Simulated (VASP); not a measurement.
ZnCu2SnS4: single point with PBEsol

The system is ZnCu2SnS4.

```
Sn Zn Cu S
1.0
    -2.71710    2.71710    5.42480
     2.71710   -2.71710    5.42480
     2.71710    2.71710   -5.42480
Sn Zn Cu S
1 1 2 4
Direct
  0.50000 0.50000 0.00000
  0.25000 0.75000 0.50000
  0.75000 0.25000 0.50000
  0.00000 0.00000 0.00000
  0.62799 0.62839 0.51280
  0.88481 0.37201 0.00040
  0.11559 0.11519 0.48720
  0.37161 0.88441 0.99960
```

```json
{
 "Program": "VASP 6.6.1",
 "Task": "single point",
 "Functional": "PBEsol",
 "Potentials or basis": "VASP PAW PBE potentials, release 64 (Sn_d, Zn, Cu, S)",
 "Cutoff": "520 eV",
 "k mesh": "6 × 6 × 6",
 "Occupations": "gaussian, width 0.01 eV",
 "Spin": "no spin polarisation",
 "Dipole correction": "no",
 "Further INCAR settings": "ALGO = Normal; EDIFF = 1e-07; NBANDS = 46"
}
```

* Pressure: -1.5 GPa
* Largest force: 0.623 eV/Å
* Band gap on the k mesh: 0.26 eV

Forces in eV/Å, atoms in the order of the input:
```
Sn   0.000  0.000  0.000
Zn   0.000  0.000  0.000
Cu   0.000  0.000  0.000
Cu   0.000  0.000  0.000
S    0.153  0.569 -0.200
S   -0.569  0.153  0.200
S   -0.153 -0.569 -0.200
S    0.569 -0.153  0.200
```

Stress tensor (GPa, compression positive):
```
-1.50  0.00  0.00
 0.00 -1.50  0.00
 0.00  0.00 -1.60
```

Levels at points of the mesh, in eV from the valence-band top:
| k point | band 33 | band 34 | band 35 | band 36 | band 37 | band 38 | band 39 | band 40 |
| --- | --- | --- | --- | --- | --- | --- | --- | --- |
| (0.00, 0.00, 0.00) | -1.40 | -0.08 | -0.08 | 0.00 | 0.26 | 1.95 | 2.85 | 3.77 |
| (0.50, 0.00, 0.00) | -1.13 | -1.07 | -1.01 | -0.49 | 1.77 | 3.13 | 3.27 | 4.21 |
| (0.50, 0.50, 0.00) | -0.78 | -0.66 | -0.48 | -0.41 | 0.81 | 2.26 | 3.13 | 4.14 |
| (0.50, 0.50, 0.50) | -1.13 | -1.05 | -0.83 | -0.83 | 1.50 | 1.99 | 1.99 | 2.39 |

Run time: 8 min on 1 thread of Intel(R) Xeon(R) Platinum 8259CL CPU @ 2.50GHz (Skylake/Cascade Lake) (shared host), peak memory 0.51 GiB.

Caveat: semilocal functionals underestimate gaps, and a narrow one can read as zero; the PAW data sets were made with another functional, which shifts forces and pressure a little; spin-orbit coupling is left out, which moves the levels of the heavy elements.
